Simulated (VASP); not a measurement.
A run of VASP 6.6.1:

Contents of POSCAR:

```
Al3GaN4
1.0
    4.8945033916      0.0000000000     -0.0001753683
    0.0000000000      3.0414151034      0.0000000000
   -0.0034488852      0.0000000000      5.2652174811
Al Ga N
3 1 4
Direct
    0.5004800611      0.5000000000      0.1673767778
    0.0010283673      0.5000000000      0.8350361208
    0.0012955358      0.0000000000      0.3315120122
    0.4994800787      0.0000000000      0.6660613045
    0.1102322112      0.0000000000      0.6662733113
    0.1225657871      0.5000000000      0.1672255560
    0.6252163387      0.5000000000      0.8407101026
    0.6233006201      0.0000000000      0.3258058148
```

INCAR.step1

```
ALGO     = Normal         # electronic algorithm
EDIFF    = 1E-4           # SCF threshold, eV
ENCUT    = 600            # plane-wave cutoff, eV
GGA      = PE             # functional
ISMEAR   = 0              # smearing method
LASPH    = True           # aspherical terms in the spheres
LCHARG   = False          # write CHGCAR
LREAL    = False          # projectors in reciprocal space
LWAVE    = True           # write WAVECAR
NELM     = 100            # most SCF steps
PREC     = Accurate       # precision mode
SIGMA    = 0.02           # smearing width, eV
```

Contents of INCAR.step2:

```
ALGO     = Normal         # electronic algorithm
EDIFF    = 1E-6           # SCF threshold, eV
EDIFFG   = -0.008         # ionic threshold
ENCUT    = 600            # plane-wave cutoff, eV
IBRION   = 2              # ionic algorithm
ISIF     = 3              # what is computed and relaxed
ISMEAR   = 0              # smearing method
ISTART   = 1            
LASPH    = True           # aspherical terms in the spheres
LCHARG   = False          # write CHGCAR
LMIXTAU  = True         
LREAL    = False          # projectors in reciprocal space
LWAVE    = False          # write WAVECAR
METAGGA  = R2SCAN         # meta-GGA
NELM     = 100            # most SCF steps
NSW      = 70             # ionic steps
PREC     = Accurate       # precision mode
PSTRESS  = 200.0        
SIGMA    = 0.02           # smearing width, eV
```

KPOINTS

```
k-points
0
Gamma
  6 8 4
```

Potentials or basis: VASP PAW PBE potentials, release 64 (Al, Ga_d, N).

The run is started by

```console
$ cat potpaw_PBE.64/Al/POTCAR potpaw_PBE.64/Ga_d/POTCAR potpaw_PBE.64/N/POTCAR > POTCAR
$ cp INCAR.step1 INCAR
$ mpirun -np 1 vasp_std > vasp.out
$ cp INCAR.step2 INCAR
$ mpirun -np 1 vasp_std > vasp.out
```

Hardware: 1 thread of Oxide Virtual Turin-like Processor, on a shared host.

**Question.** Estimate the wall time of this run.

**Answer.** Run time: 69 min on 1 thread of Oxide Virtual Turin-like Processor, on a shared host, peak memory 0.29 GiB. Counts: k points 70, ion steps 10.
